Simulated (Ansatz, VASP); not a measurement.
# One calculation of W, two programs

The input POSCAR:

```
W
1.0
    0.0000000000      2.0300000000      2.0604500000
    2.0300000000      0.0000000000      2.0604500000
    2.0300000000      2.0300000000      0.0000000000
W
1
Direct
    0.0000000000      0.0000000000      0.0000000000
```

Contents of INCAR.step1:

```
SYSTEM = W
  ALGO = Normal
  EDIFF = 1E-4
  ENCUT = 520
  GGA = PE
  ISMEAR = 0
  LASPH = .True.
  LCHARG = .False.
  LREAL = .False.
  LWAVE = .True.
  NBANDS = 13
  NELM = 60
  PREC = Accurate
  SIGMA = 0.15
```

INCAR.step2

```
SYSTEM = W
  ALGO = Normal
  EDIFF = 1E-7
  ENCUT = 520
  ISIF = 2
  ISMEAR = 0
  ISTART = 1
  LASPH = .True.
  LCHARG = .False.
  LMIXTAU = .True.
  LREAL = .False.
  LWAVE = .False.
  METAGGA = R2SCAN
  NBANDS = 13
  NELM = 60
  PREC = Accurate
  SIGMA = 0.15
```

The input KPOINTS:

```
k-points
0
Gamma
  20 20 20
  0 0 0
```

Input for Ansatz:

```yaml
crystal:
  lattice:
    - [0.0, 2.03, 2.06045]
    - [2.03, 0.0, 2.06045]
    - [2.03, 2.03, 0.0]
  atoms:
    - { symbol: W, position: [0.0, 0.0, 0.0] }
basis:
  ecutwfc: 500
kpoints:
  mp_grid: { grid: [20, 20, 20] }
hamiltonian:
  xc: r2scan
scf:
  occupations: { method: gaussian, width: 0.15 }
output:
  forces: true
  stress: true
  eigenvalues: true
```

Change from the starting cell: strain +0.000 along x and y, +0.015 along z, atoms carried along.

Alike in both runs: task single point; functional r2SCAN; k mesh 20 × 20 × 20; occupations gaussian, width 0.15 eV; no spin polarisation.

|  | VASP | Ansatz |
| --- | --- | --- |
| version | VASP 6.6.1 | Ansatz 0.2.0 |
| potentials or method | VASP PAW PBE potentials, release 64 (W_sv), cutoff 520 eV | scalar-relativistic, plane waves, PAW |
| valence electrons in the cell | 14 | 14 |

|  | VASP | Ansatz | Ansatz less VASP |
| --- | --- | --- | --- |
| gap on the k mesh at the Fermi level (eV) | none | none | - |
| pressure (GPa) | -11.7 | -12.6 | -0.91 |
| traceless stress, the component that is largest in VASP (GPa) | 4.13 | 4.11 | -0.020 |

VASP's potentials were made for PBE, not for r2SCAN. A gap of «none» marks a metal or a gap that the smearing closes. With one functional, cell and mesh, what is left measures potentials, basis and numerics.

Neither program's run includes spin-orbit coupling.
